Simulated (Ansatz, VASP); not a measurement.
# Ca: VASP beside Ansatz

```
CELL_PARAMETERS angstrom
3.89971 0.00000 0.00000
-1.94986 3.37725 0.00000
0.00000 0.00000 12.85050
ATOMIC_POSITIONS crystal
Ca 0.00000 0.00000 0.00000
Ca 0.00000 0.00000 0.50000
Ca 0.33333 0.66667 0.25000
Ca 0.66667 0.33333 0.75000
```

Alike in both runs: functional PBE; k mesh 10 × 10 × 3; occupations fermi-dirac, width 0.08 eV; no spin polarisation.

Ansatz relaxed the structure, and its values are those at the end. VASP's run is a single point on that final structure, the one shown.

|  | VASP | Ansatz |
| --- | --- | --- |
| version | VASP 6.6.1 | Ansatz 0.2.0 |
| potentials or method | VASP PAW PBE potentials, release 64 (Ca_sv) | PAW with Ansatz's default frozen-core files, scalar-relativistic |
| plane-wave cutoff (eV) | 520 | 420 |
| valence electrons in the cell | 40 | 40 |

```tsv
	VASP	Ansatz	Ansatz less VASP
pressure (GPa)	0.0	0.0	-0.01
```
